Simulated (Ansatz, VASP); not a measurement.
# LiCl: VASP beside Ansatz

The input INCAR:

```
PREC = Accurate
ENCUT = 520
EDIFF = 1E-6
ISMEAR = 0
SIGMA = 0.01
LREAL = False
LASPH = True
NELM = 100
ALGO = Normal
ISIF = 2
LWAVE = False
LCHARG = False
GGA = PE
NBANDS = 18
```

KPOINTS

```
regular mesh
0
Gamma
  12 12 4
```

File POSCAR:

```
LiCl
1.0
    3.5749486202      0.0000000000      0.0000000000
   -1.7874743101      3.0959963223      0.0000000000
    0.0000000000      0.0000000000      6.0240820561
Li Cl
2 2
Direct
    0.0000000000      0.0000000000      0.0000000000
    0.0000000000      0.0000000000      0.5000000000
    0.3333333333      0.6666666667      0.2500000000
    0.6666666667      0.3333333333      0.7500000000
```

Input for Ansatz:

```yaml
crystal:
  lattice:
    - [3.5749486202, 0.0, 0.0]
    - [-1.7874743101, 3.0959963223, 0.0]
    - [0.0, 0.0, 6.0240820561]
  atoms:
    - { symbol: Li, position: [0.0, 0.0, 0.0] }
    - { symbol: Li, position: [0.0, 0.0, 0.5] }
    - { symbol: Cl, position: [0.3333333333, 0.6666666667, 0.25] }
    - { symbol: Cl, position: [0.6666666667, 0.3333333333, 0.75] }
kpoints:
  mp_grid: { grid: [12, 12, 4] }
  band_path:
    path:
      - [0.0, 0.0, 0.0]
      - [0.5, 0.0, 0.0]
      - [0.3333333333, 0.3333333333, 0.0]
      - [0.0, 0.0, 0.5]
      - [0.5, 0.0, 0.5]
      - [0.3333333333, 0.3333333333, 0.5]
      - [-0.067708, 0.0, 0.0]
    npoints: 1
hamiltonian:
  xc: pbe
scf:
  occupations: { method: fixed }
  n_extra_bands: 5
output:
  forces: true
  stress: true
  eigenvalues: true
```

Alike in both runs: task single point; functional PBE; k mesh 12 × 12 × 4; no spin polarisation.

|  | VASP | Ansatz |
| --- | --- | --- |
| version | VASP 6.6.1 | Ansatz 0.2.0 |
| potentials or method | VASP PAW PBE potentials, release 64 (Li_sv, Cl) | plane waves, PAW |
| plane-wave cutoff (eV) | 520 | 420 |
| occupations | gaussian, width 0.01 eV | fixed |
| valence electrons in the cell | 20 | 20 |

Ansatz gave:

- gap on the k mesh at the Fermi level (eV): 6.35

Question: Which values does VASP return?

Answer: gap on the k mesh at the Fermi level (eV): 6.36.

Noted on VASP's run: the cutoff is short for stress, so the pressure is rough.
